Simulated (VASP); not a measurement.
# B17HN18 (a cell with a defect) (V_B-H) in VASP: relaxation of the atoms with PBE

Aim: the relaxation of the atoms of B17HN18 (a cell with a defect) (V_B-H) with PBE.

All numbers are computed with VASP 6.6.1; they aren't measurements. Logs are shortened: lines on timing, memory, paths and dates and some standing lists are left out, and cuts for length are marked.

## (1) The cell of the first run

The cell holds a defect, 36 atoms: a = 7.465 Å, b = 7.465 Å, c = 6.495 Å, α = 90.00°, β = 90.00°, γ = 120.00°.

## (2) Relaxation of the atoms, PBE, collinear spin

The input, INCAR:

```
SYSTEM = B17HN18
PREC     = Accurate       ! precision mode
ENCUT    = 520            ! plane-wave cutoff, eV
EDIFF    = 1E-7           ! SCF threshold, eV
ISMEAR   = 0              ! smearing method
SIGMA    = 0.01           ! smearing width, eV
LREAL    = Auto         
LASPH    = .TRUE.         ! aspherical terms in the spheres
NELM     = 150            ! most SCF steps
ALGO     = Normal         ! electronic algorithm
ISIF     = 2              ! what is computed and relaxed
LWAVE    = .FALSE.        ! write WAVECAR
LCHARG   = .FALSE.        ! write CHGCAR
ISPIN    = 2              ! spin polarisation
MAGMOM   = 0 0 0 0.01 0 0 0 0 0 0 0 0 0 0 0.01 0 0 0.01 0 0.04 0 0.01 0 0 0 0.29 0 0.02 0 0 0 0.21 0 0.01 0 0 ! initial moments
LORBIT   = 11             ! projections on sites
NUPDOWN  = 1.0            ! fixed moment
GGA      = PE             ! functional
IBRION   = 2              ! ionic algorithm
NSW      = 100            ! ionic steps
EDIFFG   = -0.03          ! ionic threshold
NELECT   = 143.0
```

The input, KPOINTS:

```
Automatic mesh
0
Gamma
  1 1 1
  0.25 0.25 0.25
```

The input, POSCAR:

```
B17HN18
1.0
    7.4650312800      0.0000000000      0.0000000000
   -3.7325156400      6.4649067300      0.0000000000
    0.0000000000      0.0000000000      6.4954828800
B N H
17 18 1
Direct
    0.1111111100      0.2222222200      0.2500000000
    0.2222222200      0.1111111100      0.7500000000
    0.1111111100      0.5555555600      0.2500000000
    0.2222222200      0.4444444400      0.7500000000
    0.1111111100      0.8888888900      0.2500000000
    0.2222222200      0.7777777800      0.7500000000
    0.4444444400      0.2222222200      0.2500000000
    0.5555555600      0.1111111100      0.7500000000
    0.4444444400      0.5555555600      0.2500000000
    0.4444444400      0.8888888900      0.2500000000
    0.5555555600      0.7777777800      0.7500000000
    0.7777777800      0.2222222200      0.2500000000
    0.8888888900      0.1111111100      0.7500000000
    0.7777777800      0.5555555600      0.2500000000
    0.8888888900      0.4444444400      0.7500000000
    0.7777777800      0.8888888900      0.2500000000
    0.8888888900      0.7777777800      0.7500000000
    0.1111111100      0.2222222200      0.7500000000
    0.2222222200      0.1111111100      0.2500000000
    0.1111111100      0.5555555600      0.7500000000
    0.2222222200      0.4444444400      0.2500000000
    0.1111111100      0.8888888900      0.7500000000
    0.2222222200      0.7777777800      0.2500000000
    0.4444444400      0.2222222200      0.7500000000
    0.5555555600      0.1111111100      0.2500000000
    0.4444444400      0.5555555600      0.7500000000
    0.5555555600      0.4444444400      0.2500000000
    0.4444444400      0.8888888900      0.7500000000
    0.5555555600      0.7777777800      0.2500000000
    0.7777777800      0.2222222200      0.7500000000
    0.8888888900      0.1111111100      0.2500000000
    0.7777777800      0.5555555600      0.7500000000
    0.8888888900      0.4444444400      0.2500000000
    0.7777777800      0.8888888900      0.7500000000
    0.8888888900      0.7777777800      0.2500000000
    0.5233420000      0.3800170000      0.7500000000
```

Potentials or basis: VASP PAW PBE potentials, release 64 (B, N, H).

Launch:

```bash
cat potpaw_PBE.64/B/POTCAR potpaw_PBE.64/N/POTCAR potpaw_PBE.64/H/POTCAR > POTCAR
mpirun -np 1 vasp_std > vasp.out
```

OUTCAR:

```text
SYSTEM = B17HN18
   PREC = Accurate
   ENCUT = 520
   EDIFF = 1E-7
   ISMEAR = 0
   LREAL = Auto
   LASPH = .TRUE.
   NELM = 150
   ISIF = 2
   ISPIN = 2
   LORBIT = 11
   NUPDOWN = 1.0
   GGA = PE
   IBRION = 2
   NSW = 100
   EDIFFG = -0.03
   NELECT = 143.0

 ion  position               nearest neighbor table
   1  0.111  0.222  0.250-  19 1.44  31 1.44  21 1.44
   2  0.222  0.111  0.750-  18 1.44  24 1.44  22 1.44
   3  0.111  0.556  0.250-  33 1.44  23 1.44  21 1.44
   4  0.222  0.444  0.750-  26 1.44  18 1.44  20 1.44
   5  0.111  0.889  0.250-  23 1.44  35 1.44  19 1.44
   6  0.222  0.778  0.750-  22 1.44  28 1.44  20 1.44
[... 17 lines left out ...]
  24  0.444  0.222  0.750-  36 1.02   2 1.44   8 1.44
  25  0.556  0.111  0.250-  12 1.44  10 1.44   7 1.44
  26  0.444  0.556  0.750-   4 1.44  11 1.44
  27  0.556  0.444  0.250-  14 1.44   7 1.44   9 1.44
  28  0.444  0.889  0.750-   6 1.44   8 1.44  11 1.44
  29  0.556  0.778  0.250-  16 1.44   9 1.44  10 1.44
  30  0.778  0.222  0.750-  13 1.44   8 1.44  15 1.44
  31  0.889  0.111  0.250-  12 1.44   1 1.44  16 1.44
  32  0.778  0.556  0.750-  17 1.44  15 1.44
  33  0.889  0.444  0.250-   3 1.44  12 1.44  14 1.44
  34  0.778  0.889  0.750-  17 1.44  11 1.44  13 1.44
  35  0.889  0.778  0.250-  16 1.44   5 1.44  14 1.44
  36  0.523  0.380  0.750-  24 1.02

  LATTYP: Found a hexagonal cell.
 ALAT       =     7.4650312800
 C/A-ratio  =     0.8701213212

  Lattice vectors:

 A1 = (   7.4650312800,   0.0000000000,   0.0000000000)
 A2 = (  -3.7325156400,   6.4649067300,   0.0000000000)
 A3 = (   0.0000000000,   0.0000000000,   6.4954828800)

Analysis of symmetry for initial positions (statically):
=====================================================================
 Subroutine PRICEL returns:
 Original cell was already a primitive cell.

 Routine SETGRP: Setting up the symmetry group for a
 hexagonal supercell.

 Subroutine GETGRP returns: Found  4 space group operations
 (whereof  1 operations were pure point group operations)
 out of a pool of 24 trial point group operations.

The static configuration has the point symmetry C_1 .
 The point group associated with its full space group is C_2v.

Analysis of symmetry for dynamics (positions and initial velocities):
=====================================================================
 Subroutine PRICEL returns:
 Original cell was already a primitive cell.

 Routine SETGRP: Setting up the symmetry group for a
 hexagonal supercell.

 Subroutine GETGRP returns: Found  4 space group operations
 (whereof  1 operations were pure point group operations)
 out of a pool of 24 trial point group operations.

The dynamic configuration has the point symmetry C_1 .
 The point group associated with its full space group is C_2v.

Analysis of structural, dynamic, and magnetic symmetry:
=====================================================================
 Subroutine PRICEL returns:
 Original cell was already a primitive cell.

 Routine SETGRP: Setting up the symmetry group for a
 hexagonal supercell.

 Subroutine GETGRP returns: Found  2 space group operations
 (whereof  1 operations were pure point group operations)
 out of a pool of 24 trial point group operations.

The overall configuration has the point symmetry C_1 .
 The point group associated with its full space group is C_1h.

 Subroutine INISYM returns: Found  2 space group operations
 (whereof  1 operations are pure point group operations),
 and found     1 'primitive' translations

----------------------------------------------------------------------------------------

                                     Primitive cell

  volume of cell :     313.4768

  direct lattice vectors                    reciprocal lattice vectors
     7.465031280  0.000000000  0.000000000     0.133957912  0.077340636  0.000000000
    -3.732515640  6.464906730  0.000000000     0.000000000  0.154681273  0.000000000
     0.000000000  0.000000000  6.495482880     0.000000000  0.000000000  0.153953142
[... 129 lines left out ...]
   NELM   =    150;   NELMIN=  2; NELMDL= -5     # of ELM steps
   EDIFF  = 0.1E-06   stopping-criterion for ELM
   LREAL  =      T    real-space projection
   EDIFFG = -.3E-01   stopping-criterion for IOM
   NSW    =    100    number of steps for IOM
   IBRION =      2    ionic relax: 0-MD 1-quasi-New 2-CG
   NFREE  =      1    steps in history (QN), initial steepest desc. (CG)
   ISIF   =      2    stress and relaxation
   ISYM   =      2    0-nonsym 1-usesym 2-fastsym
   POTIM  = 0.5000    time-step for ionic-motion
   TEBEG  =    0.0;   TEEND  =   0.0 temperature during run
   PSTRESS=    0.0 pullay stress
   NELECT =     143.0000    total number of electrons
   NUPDOWN=       1.0000    fix difference up-down
   EMIN   =  10.00;   EMAX   =-10.00  energy-range for DOS
   EFERMI =   0.00;   METHOD = LEGACY
   ISMEAR =     0;   SIGMA  =   0.01  broadening in eV -4-tet -1-fermi 0-gaus
   EFERMI_NEDOS =   21; number of points for ismear=-14 and -15
   IALGO  =     38    algorithm
   IMIX   =      4    mixing-type and parameters
     AMIX     =   0.40;   BMIX     =  1.00
     AMIX_MAG =   1.60;   BMIX_MAG =  1.00
  volume/ion in A,a.u.               =       8.71        58.76
  Fermi-wavevector in a.u.,A,eV,Ry     =   1.260236  2.381500 21.608687  1.588194
  Thomas-Fermi vector in A             =   2.393755
   LORBIT       =     11    0 simple, 1 ext, 2 COOP (PROOUT), +10 PAW based schemes
   GGA     = PE    functional components
   LHFCALC =     F    Hartree Fock is set to
   AEXX    =    0.0000 exact exchange contribution
   IVDW    =     0    specifies the selected vdW correction
   LEPSILON=     F    determine dielectric tensor
   LRPA    =     F    only Hartree local field effects (RPA)
 conjugate gradient relaxation of ions
 spin polarized calculation
 Gauss-broadening in eV      SIGMA  =   0.01
  energy-cutoff  :      520.00
  volume of cell :      313.48
 maximum number of plane-waves:      8452
   NGX = 27   NGY = 27   NGZ = 25

--------------------------------------- Ionic step        1  -------------------------------------------

 number of electron     143.0000001 magnetization       0.9999942

 Free energy of the ion-electron system (eV)
  ---------------------------------------------------
  ext. energy  EPLUGINS =         0.00000000
  ---------------------------------------------------
  free energy    TOTEN  =      -302.68948932 eV

  energy without entropy =     -302.68948932  energy(sigma->0) =     -302.68948932

------------------------ aborting loop because EDIFF is reached ----------------------------------------

  FORCE on cell =-STRESS in cart. coord.  units (eV):
  Direction    XX          YY          ZZ          XY          YZ          ZX
  --------------------------------------------------------------------------------------
  -------------------------------------------------------------------------------------
  Total       27.2025863     32.8928818     14.2604991      0.0007399      0.0000000      0.0000000
  in kB      139.0322150    168.1152727     72.8853040      0.0037818      0.0000000      0.0000000
  external PRESSURE =     126.6775972 kB  Pullay stress =       0.0000000 kB
[... 191 lines left out ...]
  FREE ENERGIE OF THE ION-ELECTRON SYSTEM (eV)
  ---------------------------------------------------
  free  energy   TOTEN  =      -302.9701529023 eV

  energy  without entropy=     -302.9701529023  energy(sigma->0) =     -302.97015290

[... ionic steps 4 to 13 ...]

--------------------------------------- Ionic step       14  -------------------------------------------

 number of electron     143.0000002 magnetization       1.0000000

------------------------ aborting loop because EDIFF is reached ----------------------------------------
[... 135 lines left out ...]
--------------------------------------- Ionic step       16  -------------------------------------------

 number of electron     143.0000002 magnetization       1.0000000

 Free energy of the ion-electron system (eV)
  ---------------------------------------------------
  ext. energy  EPLUGINS =         0.00000000
  ---------------------------------------------------
  free energy    TOTEN  =      -303.05048256 eV

  energy without entropy =     -303.05048256  energy(sigma->0) =     -303.05048256

 E-fermi :   2.8851     XC(G=0): -10.2182

 val. band max:        2.9111820565   @ k =   0.2500   0.2500   0.2500
 cond. band min:       3.6825429221   @ k =   0.5000   0.2500   0.2500
 fundamental gap:      0.7713608656
 Fermi energy:         2.9862343737

 spin component 1

 k-point     1 :       0.2500    0.2500    0.2500
  band No.  band energies     occupation
      1     -15.4841      1.00000
      2     -14.9788      1.00000
      3     -14.9448      1.00000
      4     -14.6405      1.00000
      5     -14.1943      1.00000
      6     -13.7988      1.00000
[... 247 lines left out ...]
     82       9.1005      0.00000
     83       9.2270      0.00000
 Fermi energy:         2.8850902118

 spin component 2

 k-point     1 :       0.2500    0.2500    0.2500
  band No.  band energies     occupation
      1     -15.4835      1.00000
      2     -14.9782      1.00000
      3     -14.9444      1.00000
      4     -14.5984      1.00000
      5     -14.1418      1.00000
      6     -13.7027      1.00000
[... 247 lines left out ...]
     82       9.1145      0.00000
     83       9.2453      0.00000
 [bands above 83 left out]

------------------------ aborting loop because EDIFF is reached ----------------------------------------

  FORCE on cell =-STRESS in cart. coord.  units (eV):
  Direction    XX          YY          ZZ          XY          YZ          ZX
  --------------------------------------------------------------------------------------
  -------------------------------------------------------------------------------------
  Total       29.1368579     37.7058049     14.2276406      0.0006384      0.0000000      0.0000000
  in kB      148.9182625    192.7140866     72.7173643      0.0032629      0.0000000      0.0000000
  external PRESSURE =     138.1165711 kB  Pullay stress =       0.0000000 kB
[... 51 lines left out ...]
  FREE ENERGIE OF THE ION-ELECTRON SYSTEM (eV)
  ---------------------------------------------------
  free  energy   TOTEN  =      -303.0504825602 eV

  energy  without entropy=     -303.0504825602  energy(sigma->0) =     -303.05048256

 reached required accuracy - stopping structural energy minimisation

 total charge

# of ion       s       p       d       tot
------------------------------------------
    1        0.758   1.456   0.000   2.214
    2        0.770   1.497   0.000   2.267
    3        0.758   1.454   0.000   2.212
    4        0.757   1.463   0.000   2.220
    5        0.758   1.455   0.000   2.213
    6        0.761   1.468   0.000   2.229
[... 28 lines left out ...]
   35        1.232   2.818   0.000   4.049
   36        0.599   0.105   0.000   0.704
--------------------------------------------------
tot         35.774  75.419   0.000 111.193

 magnetization (x)

# of ion       s       p       d       tot
------------------------------------------
    1       -0.000  -0.000   0.000  -0.000
    2        0.001   0.004   0.000   0.005
    3        0.000  -0.000   0.000  -0.000
    4        0.005   0.011   0.000   0.016
    5        0.000  -0.000   0.000  -0.000
    6       -0.001  -0.002   0.000  -0.003
[... 28 lines left out ...]
   35       -0.000  -0.000   0.000  -0.000
   36        0.000   0.002   0.000   0.002
--------------------------------------------------
tot          0.078   0.712   0.000   0.790
```

It took 54 min on 1 thread of Intel Xeon Platinum 8488C (Sapphire Rapids), shared host; peak memory 0.58 GiB.

Results:

- Free energy: -303.0505 eV
- Energy gained by relaxing: 10.0 meV/atom
- Ionic steps: 16
- Largest force after relaxing: 0.025 eV/Å
- Net moment: 1.00 μB per cell
- Site moments: B -0.00, +0.01, +0.02, +0.00; N +0.01, -0.00, +0.04, +0.02, +0.32; H +0.00 μB
- Valence electrons inside the program's atomic spheres: B 2.21, 2.27, 2.22, 2.23, 2.28, 2.24; N 4.04, 4.05, 4.02, 4.09, 3.91; H 0.70

Forces on the atoms (eV/Å):
```
B   -0.008 -0.004  0.000
B   -0.009 -0.009  0.000
B    0.000  0.003  0.000
B   -0.005 -0.002  0.000
B    0.000 -0.003  0.000
B    0.000 -0.015  0.000
B    0.000 -0.008  0.000
B    0.008 -0.009  0.000
B   -0.006  0.006  0.000
B    0.000 -0.003  0.000
B   -0.004  0.003  0.000
B    0.008 -0.004  0.000
B    0.001 -0.005  0.000
B    0.006  0.006  0.000
B    0.004 -0.002  0.000
B    0.000  0.006  0.000
B    0.005  0.002  0.000
N    0.022  0.010  0.000
N    0.007  0.005  0.000
N    0.000 -0.002  0.000
N    0.006  0.002  0.000
N   -0.004  0.019  0.000
N    0.000  0.001  0.000
N    0.001 -0.018  0.000
N   -0.007  0.005  0.000
N   -0.004 -0.012  0.000
N    0.000 -0.002  0.000
N    0.005  0.020  0.000
N   -0.002 -0.008  0.000
N   -0.022  0.011  0.000
N    0.000  0.003  0.000
N    0.004 -0.012  0.000
N   -0.006  0.001  0.000
N    0.000  0.005  0.000
N    0.002 -0.008  0.000
H    0.000  0.019  0.000
```

The path:
```
step  energy change (eV)  largest force (eV/Å)  pressure (GPa)
   1              0.0000                3.4184           12.67
   2              2.2111                9.8707           17.13
   3             -0.2807                0.9046           13.15
   4             -0.3093                0.8794           13.88
   5             -0.3265                0.4585           13.58
   6             -0.3457                0.5042           13.89
   7             -0.3476                0.4419           13.81
   8             -0.3507                0.4342           13.97
   9             -0.3546                0.2039           13.90
  10             -0.3579                0.1650           13.90
  11             -0.3579                0.1816           13.90
  12             -0.3602                0.1127           13.85
  13             -0.3602                0.1209           13.85
  14             -0.3609                0.0555           13.81
  15             -0.3609                0.0371           13.81
  16             -0.3610                0.0248           13.81
```

Final structure:
```
CELL_PARAMETERS angstrom
7.46503 0.00000 0.00000
-3.73252 6.46491 0.00000
0.00000 0.00000 6.49548
ATOMIC_POSITIONS crystal
B 0.11128 0.22235 0.25000
B 0.22156 0.10911 0.75000
B 0.11103 0.55539 0.25000
B 0.22795 0.44672 0.75000
B 0.11095 0.88887 0.25000
B 0.22169 0.77670 0.75000
B 0.44468 0.22269 0.25000
B 0.55420 0.10910 0.75000
B 0.44473 0.55534 0.25000
B 0.44458 0.88886 0.25000
B 0.55754 0.77773 0.75000
B 0.77774 0.22236 0.25000
B 0.89061 0.11457 0.75000
B 0.77726 0.55533 0.25000
B 0.88546 0.44672 0.75000
B 0.77767 0.88868 0.25000
B 0.88686 0.77772 0.75000
N 0.11255 0.22326 0.75000
N 0.22215 0.11107 0.25000
N 0.11092 0.55516 0.75000
N 0.22217 0.44440 0.25000
N 0.11032 0.88772 0.75000
N 0.22221 0.77776 0.25000
N 0.43808 0.20950 0.75000
N 0.55559 0.11106 0.25000
N 0.44500 0.56386 0.75000
N 0.55548 0.44430 0.25000
N 0.44407 0.88771 0.75000
N 0.55562 0.77785 0.25000
N 0.77737 0.22326 0.75000
N 0.88890 0.11113 0.25000
N 0.78554 0.56386 0.75000
N 0.88889 0.44440 0.25000
N 0.78026 0.89386 0.75000
N 0.88889 0.77785 0.25000
H 0.51799 0.36931 0.75000
```

Caveat: the k points lie up to 0.97 Å⁻¹ apart; the cell carries a net charge on a neutralising background, which shifts energy and pressure; the cell is charged against a uniform background, so pressure and absolute levels hang on convention; the total moment is fixed, so each spin has its own Fermi level.
